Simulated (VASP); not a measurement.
# MgI2 (P-1) in VASP: notebook

The runs below take MgI2 through single point, with PBE.

All numbers are computed with VASP 6.6.1; they aren't measurements. Logs are shortened: lines on timing, memory, paths and dates and some standing lists are left out, and cuts for length are marked.

## Step 1: The cell of the first run

The typed cell holds 6 atoms: a = 4.399 Å, b = 4.401 Å, c = 16.112 Å, α = 95.68°, β = 94.03°, γ = 90.02°.

## Step 2: Single point, PBE

INCAR

```
ALGO = Normal
EDIFF = 1E-7
ENCUT = 520
GGA = PE
ISIF = 2
ISMEAR = 0
LASPH = T
LCHARG = F
LREAL = F
LWAVE = F
NBANDS = 25
NELM = 100
PREC = Accurate
SIGMA = 0.1
```

KPOINTS

```
k-points
0
Gamma
  4 4 1
```

POSCAR

```
MgI2
1.0
    4.3993444000      0.0000000000      0.0000000000
   -0.0017565000      4.4007033000      0.0000000000
   -1.1336343000     -1.5956483000     15.9924573000
Mg I
2 4
Direct
    0.5950240000      0.3590760000      0.7464400000
    0.4049760000      0.6409240000      0.2535600000
    0.1221850000      0.3969380000      0.8517610000
    0.8778150000      0.6030620000      0.1482390000
    0.5681820000      0.8209260000      0.6411620000
    0.4318180000      0.1790740000      0.3588380000
```

Potentials or basis: VASP PAW PBE potentials, release 64 (Mg, I).

The run is started by

```sh
$ cat potpaw_PBE.64/Mg/POTCAR potpaw_PBE.64/I/POTCAR > POTCAR
$ mpirun -np 1 vasp_std > vasp.out
```

OUTCAR:

```text
EDIFF = 1E-7
   ENCUT = 520
   GGA = PE
   ISIF = 2
   ISMEAR = 0
   LASPH = T
   LREAL = F
   NELM = 100
   PREC = Accurate

 ion  position               nearest neighbor table
   1  0.595  0.359  0.746-   3 2.77   3 2.77   5 2.77   5 2.77
   2  0.405  0.641  0.254-   4 2.77   4 2.77   6 2.77   6 2.77
   3  0.122  0.397  0.852-   1 2.77   1 2.77
   4  0.878  0.603  0.148-   2 2.77   2 2.77
   5  0.568  0.821  0.641-   1 2.77   1 2.77
   6  0.432  0.179  0.359-   2 2.77   2 2.77

  LATTYP: Found a triclinic cell.
 ALAT       =    16.2762445396
 B/A-ratio  =     0.2703758622
 C/A-ratio  =     0.2702923509
 COS(alpha) =     0.0003991407
 COS(beta)  =     0.0697575413
 COS(gamma) =     0.1723682604

  Lattice vectors:

 A1 = (  -1.1353908000,   2.8050550000,  15.9924573000)
 A2 = (  -0.0017565000,   4.4007033000,   0.0000000000)
 A3 = (  -4.3993444000,   0.0000000000,   0.0000000000)

Analysis of symmetry for initial positions (statically):
=====================================================================
 Subroutine PRICEL returns:
 Original cell was already a primitive cell.

 Routine SETGRP: Setting up the symmetry group for a
 triclinic supercell.

 Subroutine GETGRP returns: Found  2 space group operations
 (whereof  2 operations were pure point group operations)
 out of a pool of  2 trial point group operations.

The static configuration has the point symmetry S_2 .

Analysis of symmetry for dynamics (positions and initial velocities):
=====================================================================
 Subroutine PRICEL returns:
 Original cell was already a primitive cell.

 Routine SETGRP: Setting up the symmetry group for a
 triclinic supercell.

 Subroutine GETGRP returns: Found  2 space group operations
 (whereof  2 operations were pure point group operations)
 out of a pool of  2 trial point group operations.

The dynamic configuration has the point symmetry S_2 .

 Subroutine INISYM returns: Found  2 space group operations
 (whereof  2 operations are pure point group operations),
 and found     1 'primitive' translations

----------------------------------------------------------------------------------------

                                     Primitive cell

  volume of cell :     309.6173

  direct lattice vectors                    reciprocal lattice vectors
     4.399344400  0.000000000  0.000000000     0.227306596  0.000090727  0.016121808
    -0.001756500  4.400703300  0.000000000     0.000000000  0.227236406  0.022672525
    -1.133634300 -1.595648300 15.992457300     0.000000000  0.000000000  0.062529478

  length of vectors
     4.399344400  4.400703651 16.111794149     0.227877620  0.228364681  0.062529478

  position of ions in fractional coordinates (direct lattice)
     0.595024000  0.359076000  0.746440000
     0.404976000  0.640924000  0.253560000
     0.122185000  0.396938000  0.851761000
     0.877815000  0.603062000  0.148239000
     0.568182000  0.820926000  0.641162000
     0.431818000  0.179074000  0.358838000

  ion indices of the primitive-cell ions
   primitive index   ion index
                 1           1
                 2           2
                 3           3
                 4           4
                 5           5
                 6           6

----------------------------------------------------------------------------------------

 KPOINTS: k-points

Automatic generation of k-mesh.
 Grid dimensions read from file:
 generate k-points for:    4    4    1

 Generating k-lattice:

  Cartesian coordinates                     Fractional coordinates (reciprocal lattice)
     0.056826649  0.000022682  0.004030452     0.250000000 -0.000000000  0.000000000
     0.000000000  0.056809101  0.005668131     0.000000000  0.250000000  0.000000000
     0.000000000  0.000000000  0.062529478     0.000000000  0.000000000  1.000000000

  Length of vectors
     0.056969405  0.057091170  0.062529478

  Shift w.r.t. Gamma in fractional coordinates (k-lattice)
     0.000000000  0.000000000  0.000000000

 Subroutine IBZKPT returns following result:
 ===========================================

 Found     10 irreducible k-points:

 Following reciprocal coordinates:
            Coordinates               Weight
  0.000000  0.000000  0.000000      1.000000
  0.250000 -0.000000  0.000000      2.000000
  0.500000 -0.000000  0.000000      1.000000
  0.000000  0.250000  0.000000      2.000000
  0.250000  0.250000  0.000000      2.000000
  0.500000  0.250000  0.000000      2.000000
 -0.250000  0.250000 -0.000000      2.000000
  0.000000  0.500000  0.000000      1.000000
  0.250000  0.500000  0.000000      2.000000
  0.500000  0.500000  0.000000      1.000000
   k-points           NKPTS =     10   k-points in BZ     NKDIM =     10   number of bands    NBANDS=     25
   number of dos      NEDOS =    301   number of ions     NIONS =      6
   total plane-waves  NPLWV = 155520
   dimension x,y,z NGX =    36 NGY =   36 NGZ =  120
   dimension x,y,z NGXF=    72 NGYF=   72 NGZF=  240
   ions per type =               2   4
   NGX,Y,Z   is equivalent  to a cutoff of  13.60, 13.60, 12.38 a.u.
   NGXF,Y,Z  is equivalent  to a cutoff of  27.21, 27.20, 24.76 a.u.
 SYSTEM =  unknown system
   PREC   = accura    normal or accurate (medium, high low for compatibility)
   ISTART =      0    job   : 0-new  1-cont  2-samecut
   ICHARG =      2    charge: 1-file 2-atom 10-const
   ISPIN  =      1    spin polarized calculation?
   LNONCOLLINEAR =      F non collinear calculations
   LSORBIT =      F    spin-orbit coupling
   LASPH  =      T    aspherical Exc in radial PAW
   ENCUT  =  520.0 eV  38.22 Ry    6.18 a.u.   8.18  8.18 29.96*2*pi/ulx,y,z
   NELM   =    100;   NELMIN=  2; NELMDL= -5     # of ELM steps
   EDIFF  = 0.1E-06   stopping-criterion for ELM
   LREAL  =      F    real-space projection
   EDIFFG = 0.1E-05   stopping-criterion for IOM
   NSW    =      0    number of steps for IOM
   IBRION =     -1    ionic relax: 0-MD 1-quasi-New 2-CG
   NFREE  =      0    steps in history (QN), initial steepest desc. (CG)
   ISIF   =      2    stress and relaxation
   ISYM   =      2    0-nonsym 1-usesym 2-fastsym
   POTIM  = 0.5000    time-step for ionic-motion
   TEBEG  =    0.0;   TEEND  =   0.0 temperature during run
   PSTRESS=    0.0 pullay stress
   NELECT =      32.0000    total number of electrons
   NUPDOWN=      -1.0000    fix difference up-down
   EMIN   =  10.00;   EMAX   =-10.00  energy-range for DOS
   EFERMI =   0.00;   METHOD = LEGACY
   ISMEAR =     0;   SIGMA  =   0.10  broadening in eV -4-tet -1-fermi 0-gaus
   EFERMI_NEDOS =   21; number of points for ismear=-14 and -15
   IALGO  =     38    algorithm
   IMIX   =      4    mixing-type and parameters
     AMIX     =   0.40;   BMIX     =  1.00
     AMIX_MAG =   1.60;   BMIX_MAG =  1.00
  volume/ion in A,a.u.               =      51.60       348.23
  Fermi-wavevector in a.u.,A,eV,Ry     =   0.768274  1.451828  8.030780  0.590246
  Thomas-Fermi vector in A             =   1.869012
   LORBIT       =      0    0 simple, 1 ext, 2 COOP (PROOUT), +10 PAW based schemes
   GGA     = PE    functional components
   LHFCALC =     F    Hartree Fock is set to
   AEXX    =    0.0000 exact exchange contribution
   IVDW    =     0    specifies the selected vdW correction
   LEPSILON=     F    determine dielectric tensor
   LRPA    =     F    only Hartree local field effects (RPA)
 non-spin polarized calculation
 Gauss-broadening in eV      SIGMA  =   0.10
  energy-cutoff  :      520.00
  volume of cell :      309.62
 maximum number of plane-waves:      8358
 NGX is ok and might be reduce to    36
   NGX = 17   NGY = 17   NGZ = 59

 number of electron      31.9999999 magnetization

 Free energy of the ion-electron system (eV)
  ---------------------------------------------------
  ext. energy  EPLUGINS =         0.00000000
  ---------------------------------------------------
  free energy    TOTEN  =       -15.22562698 eV

  energy without entropy =      -15.22562698  energy(sigma->0) =      -15.22562698

 E-fermi :  -0.2062     XC(G=0):  -6.3632

 val. band max:       -0.6708944234   @ k =   0.5000  -0.0000   0.0000
 cond. band min:       2.6546075996   @ k =   0.0000   0.0000   0.0000
 fundamental gap:      3.3255020231
 Fermi energy:        -0.2061906579

 k-point     1 :       0.0000    0.0000    0.0000
  band No.  band energies     occupation
      1     -12.0875      2.00000
      2     -12.0684      2.00000
      3     -11.8083      2.00000
      4     -11.7860      2.00000
      5      -3.1289      2.00000
      6      -2.9239      2.00000
[... 17 lines left out ...]
     24       6.6390      0.00000
     25       6.6750      0.00000

 k-point     2 :       0.2500   -0.0000    0.0000
  band No.  band energies     occupation
      1     -11.9793      2.00000
      2     -11.9609      2.00000
      3     -11.7720      2.00000
      4     -11.7529      2.00000
      5      -3.2546      2.00000
      6      -3.1793      2.00000
[... 17 lines left out ...]
     24       6.4589      0.00000
     25       6.4776      0.00000

 k-point     3 :       0.5000   -0.0000    0.0000
  band No.  band energies     occupation
      1     -11.8374      2.00000
      2     -11.8152      2.00000
      3     -11.7623      2.00000
      4     -11.7517      2.00000
      5      -3.7598      2.00000
      6      -3.7242      2.00000
[... 160 lines left out ...]
 k-point     9 :       0.2500    0.5000    0.0000
  band No.  band energies     occupation
      1     -11.7470      2.00000
      2     -11.7339      2.00000
      3     -11.7069      2.00000
      4     -11.7030      2.00000
      5      -3.6873      2.00000
      6      -3.6777      2.00000
[... 17 lines left out ...]
     24       6.3537      0.00000
     25       6.6716      0.00000

 k-point    10 :       0.5000    0.5000    0.0000
  band No.  band energies     occupation
      1     -11.6546      2.00000
      2     -11.6521      2.00000
      3     -11.6484      2.00000
      4     -11.6449      2.00000
      5      -3.8077      2.00000
      6      -3.8014      2.00000
[... 17 lines left out ...]
     24       6.0434      0.00000
     25       7.1436      0.00000

------------------------ aborting loop because EDIFF is reached ----------------------------------------

  FORCE on cell =-STRESS in cart. coord.  units (eV):
  Direction    XX          YY          ZZ          XY          YZ          ZX
  --------------------------------------------------------------------------------------
  -------------------------------------------------------------------------------------
  Total        0.0096026      0.0064401     -0.1291152     -0.0002215     -0.0009461     -0.0039746
  in kB        0.0496905      0.0333258     -0.6681326     -0.0011464     -0.0048955     -0.0205674
  external PRESSURE =      -0.1950387 kB  Pullay stress =       0.0000000 kB

 VOLUME and BASIS-vectors are now :
 -----------------------------------------------------------------------------
  energy-cutoff  :      520.00
  volume of cell :      309.62
      direct lattice vectors                 reciprocal lattice vectors
     4.399344400  0.000000000  0.000000000     0.227306596  0.000090727  0.016121808
    -0.001756500  4.400703300  0.000000000     0.000000000  0.227236406  0.022672525
    -1.133634300 -1.595648300 15.992457300     0.000000000  0.000000000  0.062529478

 POSITION                                       TOTAL-FORCE (eV/Angst)
 -----------------------------------------------------------------------------------
      1.77089      0.38913     11.93741        -0.000493      0.000588     -0.000249
      1.49306      2.41592      4.05505         0.000493     -0.000588      0.000249
     -0.42875      0.38770     13.62175         0.002106      0.000587     -0.013020
      3.69270      2.41736      2.37071        -0.002106     -0.000587      0.013020
      1.77134      2.58958     10.25376        -0.000299     -0.002553      0.012988
      1.49261      0.21547      5.73870         0.000299      0.002553     -0.012988
 -----------------------------------------------------------------------------------
    total drift:                               -0.000000      0.000000     -0.000000

  FREE ENERGIE OF THE ION-ELECTRON SYSTEM (eV)
  ---------------------------------------------------
  free  energy   TOTEN  =       -15.2256269753 eV

  energy  without entropy=      -15.2256269753  energy(sigma->0) =      -15.22562698
```

It took 3.1 min on 1 thread of Intel Xeon 8259CL, shared host; peak memory 0.43 GiB.

Results:

| Quantity | Value |
| --- | --- |
| Free energy | -15.2256 eV |
| Pressure | 0.0 GPa |
| Largest force | 0.013 eV/Å |
| Band gap on the k mesh | 3.33 eV, indirect (least direct gap 3.47 eV) |

Forces on the atoms (eV/Å):
```
Mg   0.000  0.001  0.000
Mg   0.000 -0.001  0.000
I    0.002  0.001 -0.013
I   -0.002 -0.001  0.013
I    0.000 -0.003  0.013
I    0.000  0.003 -0.013
```

Levels at points of the mesh, in eV from the valence-band top:
```csv
k point,band 13,band 14,band 15,band 16,band 17,band 18,band 19,band 20
"(0.00, 0.00, 0.00)",-0.17,-0.17,-0.15,-0.14,3.33,3.85,4.30,4.32
"(0.50, 0.00, 0.00)",-0.92,-0.78,-0.01,0.00,4.06,4.33,5.59,5.89
"(0.00, 0.50, 0.00)",-0.87,-0.82,-0.01,0.00,4.10,4.28,5.64,5.83
"(0.50, 0.50, 0.00)",-1.18,-1.14,-0.85,-0.83,4.60,4.63,4.66,4.80
```

Caveat: spin-orbit coupling is left out, which moves the levels of the heavy elements. As with any semilocal functional, this PBE gap is likely too small.

## Step 3: Single point, PBE

INCAR

```
  PREC = Accurate
  ENCUT = 520
  EDIFF = 1E-6
  ISMEAR = 0
  SIGMA = 0.02
  LREAL = False
  LASPH = True
  NELM = 100
  ALGO = Normal
  ISIF = 2
  LWAVE = False
  LCHARG = False
  GGA = PE
  NBANDS = 25
```

KPOINTS

```
regular mesh
0
Gamma
  6 6 2
```

POSCAR is that of step 2.

Potentials or basis: VASP PAW PBE potentials, release 64 (Mg, I).

The run is started by

```sh
$ cat potpaw_PBE.64/Mg/POTCAR potpaw_PBE.64/I/POTCAR > POTCAR
$ mpirun -np 1 vasp_std > vasp.out
```

OUTCAR:

```text
PREC = Accurate
   ENCUT = 520
   EDIFF = 1E-6
   ISMEAR = 0
   LREAL = False
   LASPH = True
   NELM = 100
   ISIF = 2
   GGA = PE

 ion  position               nearest neighbor table
   1  0.595  0.359  0.746-   3 2.77   3 2.77   5 2.77   5 2.77
   2  0.405  0.641  0.254-   4 2.77   4 2.77   6 2.77   6 2.77
   3  0.122  0.397  0.852-   1 2.77   1 2.77
   4  0.878  0.603  0.148-   2 2.77   2 2.77
   5  0.568  0.821  0.641-   1 2.77   1 2.77
   6  0.432  0.179  0.359-   2 2.77   2 2.77

  LATTYP: Found a triclinic cell.
 ALAT       =    16.2762445396
 B/A-ratio  =     0.2703758622
 C/A-ratio  =     0.2702923509
 COS(alpha) =     0.0003991407
 COS(beta)  =     0.0697575413
 COS(gamma) =     0.1723682604

  Lattice vectors:

 A1 = (  -1.1353908000,   2.8050550000,  15.9924573000)
 A2 = (  -0.0017565000,   4.4007033000,   0.0000000000)
 A3 = (  -4.3993444000,   0.0000000000,   0.0000000000)

Analysis of symmetry for initial positions (statically):
[... 177 lines left out ...]
  ---------------------------------------------------
  free energy    TOTEN  =       -15.24057918 eV

  energy without entropy =      -15.24057918  energy(sigma->0) =      -15.24057918

 E-fermi :  -0.5576     XC(G=0):  -6.3643

 val. band max:       -0.6739042861   @ k =   0.5000  -0.0000   0.5000
 cond. band min:       2.6531223695   @ k =   0.0000   0.0000   0.0000
 fundamental gap:      3.3270266556
 Fermi energy:        -0.5576308803

 k-point     1 :       0.0000    0.0000    0.0000
  band No.  band energies     occupation
      1     -12.0911      2.00000
      2     -12.0721      2.00000
      3     -11.8121      2.00000
      4     -11.7899      2.00000
      5      -3.1310      2.00000
      6      -2.9261      2.00000
[... 661 lines left out ...]
     24       6.1743      0.00000
     25       6.5200      0.00000

 [... further k-points ...]
[... 5 lines left out ...]
  --------------------------------------------------------------------------------------
  -------------------------------------------------------------------------------------
  Total       -0.0718479     -0.0756700     -0.1123209      0.0000752      0.0000085     -0.0026219
  in kB       -0.3717916     -0.3915699     -0.5812273      0.0003894      0.0000438     -0.0135676
  external PRESSURE =      -0.4481963 kB  Pullay stress =       0.0000000 kB

 VOLUME and BASIS-vectors are now :
 -----------------------------------------------------------------------------
  energy-cutoff  :      520.00
  volume of cell :      309.62
      direct lattice vectors                 reciprocal lattice vectors
     4.399344400  0.000000000  0.000000000     0.227306596  0.000090727  0.016121808
    -0.001756500  4.400703300  0.000000000     0.000000000  0.227236406  0.022672525
    -1.133634300 -1.595648300 15.992457300     0.000000000  0.000000000  0.062529478

 POSITION                                       TOTAL-FORCE (eV/Angst)
 -----------------------------------------------------------------------------------
      1.77089      0.38913     11.93741        -0.000425      0.000496     -0.000250
      1.49306      2.41592      4.05505         0.000425     -0.000496      0.000250
     -0.42875      0.38770     13.62175         0.001604      0.000556     -0.009123
      3.69270      2.41736      2.37071        -0.001604     -0.000556      0.009123
      1.77134      2.58958     10.25376        -0.000278     -0.001862      0.009224
      1.49261      0.21547      5.73870         0.000278      0.001862     -0.009224
 -----------------------------------------------------------------------------------
    total drift:                               -0.000000      0.000000     -0.000000

  FREE ENERGIE OF THE ION-ELECTRON SYSTEM (eV)
  ---------------------------------------------------
  free  energy   TOTEN  =       -15.2405791770 eV

  energy  without entropy=      -15.2405791770  energy(sigma->0) =      -15.24057918
```

OSZICAR:

```text
N       E                     dE             d eps       ncg     rms          rms(c)
DAV:   1     0.178036682669E+03    0.17804E+03   -0.10463E+04  2000   0.962E+02
DAV:   2     0.399355461374E+01   -0.17404E+03   -0.16472E+03  2829   0.151E+02
DAV:   3    -0.150599902744E+02   -0.19054E+02   -0.18975E+02  2608   0.551E+01
DAV:   4    -0.156390341343E+02   -0.57904E+00   -0.57887E+00  2670   0.115E+01
DAV:   5    -0.156502616963E+02   -0.11228E-01   -0.11227E-01  2693   0.177E+00    0.486E+00
DAV:   6    -0.152885644987E+02    0.36170E+00   -0.44558E-01  2160   0.243E+00    0.350E+00
DAV:   7    -0.152427993194E+02    0.45765E-01   -0.48199E-01  2363   0.252E+00    0.114E+00
DAV:   8    -0.152389202158E+02    0.38791E-02   -0.37182E-02  2220   0.790E-01    0.351E-01
DAV:   9    -0.152404021204E+02   -0.14819E-02   -0.38494E-03  2487   0.279E-01    0.147E-01
DAV:  10    -0.152403757978E+02    0.26323E-04   -0.79613E-05  2530   0.492E-02    0.939E-02
DAV:  11    -0.152405561153E+02   -0.18032E-03   -0.20082E-04  2184   0.582E-02    0.725E-02
DAV:  12    -0.152405749912E+02   -0.18876E-04   -0.21078E-05  2422   0.210E-02    0.358E-02
DAV:  13    -0.152405762894E+02   -0.12982E-05   -0.16361E-06  1853   0.489E-03    0.139E-02
DAV:  14    -0.152405796142E+02   -0.33248E-05   -0.34510E-06  2081   0.805E-03    0.122E-02
DAV:  15    -0.152405791770E+02    0.43720E-06   -0.16470E-07  1584   0.183E-03
   1 F= -.15240579E+02 E0= -.15240579E+02  d E =-.764182E-18
```

stdout:

```text
POSCAR found type information on POSCAR MgI
 POSCAR found :  2 types and       6 ions
 scaLAPACK will be used
 LDA part: xc-table for (Slater+PW92), standard interpolation
 POSCAR, INCAR and KPOINTS ok, starting setup
 FFT: planning ... GRIDC
 FFT: planning ... GRID_SOFT
 FFT: planning ... GRID
 WAVECAR not read
 entering main loop
```

It took 9.8 min on 1 thread of Intel Xeon 8259CL, shared host; peak memory 0.57 GiB.

Results:

```
Free energy            : -15.2406 eV
Pressure               : 0.0 GPa
Largest force          : 0.009 eV/Å
Band gap on the k mesh : 3.33 eV, indirect (least direct gap 3.47 eV)
```

Forces on the atoms (eV/Å):
```
Mg   0.000  0.000  0.000
Mg   0.000  0.000  0.000
I    0.002  0.001 -0.009
I   -0.002 -0.001  0.009
I    0.000 -0.002  0.009
I    0.000  0.002 -0.009
```

Caveat: spin-orbit coupling is left out, which moves the levels of the heavy elements.
